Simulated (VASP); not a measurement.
Set up this calculation in VASP 6.6.1, as the native input.

| Item | Value |
| --- | --- |
| Task | single point |
| Functional | PBE |
| Potentials or basis | VASP PAW PBE potentials, release 64 (Zr_sv, Nb_sv, N) |
| Cutoff | 520 eV |
| k mesh | 6 × 10 × 6 |
| Occupations | gaussian, width 0.1 eV |
| Spin | no spin polarisation |
| Dipole correction | no |
| Further INCAR settings | ALGO = Normal; EDIFF = 1e-06; NBANDS = 38 |

The structure of ZrNb2N4 lies in POSCAR:

```
ZrNb2N4
1.0
    5.2082801657      0.0000000000      0.0009741766
    0.0000000000      3.1057430797      0.0000000000
   -1.6763309108      0.0000000000      5.1763600180
Zr Nb N
1 2 4
Direct
    0.0000000000      0.5000000000      0.5000000000
    0.0000000000      0.0000000000      0.0000000000
    0.5000000000      0.5000000000      0.0000000000
    0.7678379445      0.5000000000      0.7781985477
    0.2535967961      0.0000000000      0.7557206793
    0.7464032039      0.0000000000      0.2442793207
    0.2321620555      0.5000000000      0.2218014523
```

This cell differs from its parent crystal: volume scaled by 0.97, then relaxed in part.

The input as run:

INCAR

```
SYSTEM = ZrNb2N4
  ALGO = Normal
  EDIFF = 1E-6
  ENCUT = 520
  GGA = PE
  ISIF = 2
  ISMEAR = 0
  LASPH = .TRUE.
  LCHARG = .TRUE.
  LELF = .TRUE.
  LREAL = .FALSE.
  LVHAR = .TRUE.
  LWAVE = .FALSE.
  NBANDS = 38
  NELM = 60
  PREC = Accurate
  SIGMA = 0.1
```

KPOINTS

```
k-points
0
G
  6 10 6
  0 0 0
```

Potentials or basis: VASP PAW PBE potentials, release 64 (Zr_sv, Nb_sv, N).

Run with:

```bash
$ cat potpaw_PBE.64/Zr_sv/POTCAR potpaw_PBE.64/Nb_sv/POTCAR potpaw_PBE.64/N/POTCAR > POTCAR
$ mpirun -np 1 vasp_std > vasp.out
```

Results of the run:

| Property | Result |
| --- | --- |
| Pressure | 6.8 GPa |
| Largest force | 0.029 eV/Å |
| Band gap on the k mesh | zero (band 29 reaches 10.68 eV, above the bottom of band 30 at 8.33 eV) |

Wall time 6.1 min on 1 thread of Intel Xeon 6975P-C, with other jobs on the host, peak memory 0.43 GiB.
